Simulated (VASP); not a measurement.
Runs of VASP 6.6.1 on GaAs. The structure is that of space group I-4m2 (No. 119), or close to it. The cells are those of the table. 

```csv
cell,gap on the mesh (eV),pressure (GPa)
"a = 3.951, b = 3.951, c = 3.798 Å, angles 61.3, 61.3, 57.5°, 2 atoms",1.23,7.5
"a = 3.899, b = 3.899, c = 3.998 Å, angles 59.2, 59.2, 61.7°, 2 atoms",(b),(a)
"a = 4.099, b = 4.099, c = 4.198 Å, angles 59.2, 59.2, 61.6°, 2 atoms",0.05,-5.3
"a = 4.003, b = 4.003, c = 3.798 Å, angles 61.7, 61.7, 56.6°, 2 atoms",1.07,5.0
```

Alike in all rows: task single point; level r2SCAN; potentials or basis VASP PAW PBE potentials, release 64 (Ga_d, As); no spin polarisation; k mesh 8 × 8 × 8; cutoff (eV) 520; smearing gaussian 0.05 eV.

**Question.** Fill in the values left out.

**Answer.** (a) 4.9; (b) 1.16.

Caveats: the PAW data sets were made with another functional, which shifts forces and pressure a little; the cell stands under pressure (at least some runs); the cell stands under tension (at least some runs).

A k mesh can miss the band edges, and the runs leave out spin-orbit coupling on As, Ga.
